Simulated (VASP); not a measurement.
The system is PBr.

```
Br P
1.0
     4.93856    0.00000    0.00000
    -2.06239    5.19450    0.00000
    -0.69678   -0.65377    6.23326
Br P
2 2
Direct
  0.66580 0.85501 0.24276
  0.33420 0.14499 0.75724
  0.64072 0.49976 0.63187
  0.35928 0.50024 0.36813
```

Base run:

| Quantity | Value |
| --- | --- |
| Program | VASP 6.6.1 |
| Functional | PBEsol |
| Potentials or basis | VASP PAW PBE potentials, release 64 (Br, P) |
| Cutoff | 520 eV |
| k mesh | 4 × 3 × 3 |
| Occupations | fermi-dirac, width 0.05 eV |
| Spin | no spin polarisation |

Its results: band gap on the k mesh 1.61 eV, direct; pressure -0.8 GPa; largest force 0.255 eV/Å.

Problem. After a change of settings the same cell gave: band gap on the k mesh 1.56 eV, direct; pressure -1.7 GPa; largest force 0.334 eV/Å. Which change was it?
A. functional from PBEsol to BLYP; further incar settings from ALGO = Normal; EDIFF = 1e-06; NBANDS = 20 to ALGO = Normal; EDIFF = 1e-07; NBANDS = 20
B. functional from PBEsol to PBE; further incar settings from ALGO = Normal; EDIFF = 1e-06; NBANDS = 20 to ALGO = Normal; EDIFF = 1e-07; NBANDS = 20
C. functional from PBEsol to LDA; potentials or basis from VASP PAW PBE potentials, release 64 (Br, P) to VASP PAW LDA potentials, release 64 (Br, P)
D. functional from PBEsol to r2SCAN; further incar settings from ALGO = Normal; EDIFF = 1e-06; NBANDS = 20 to ALGO = Normal; EDIFF = 1e-07; NBANDS = 20

Solution. C.

Caveats: the PAW data sets were made with another functional, which shifts forces and pressure a little (some runs).
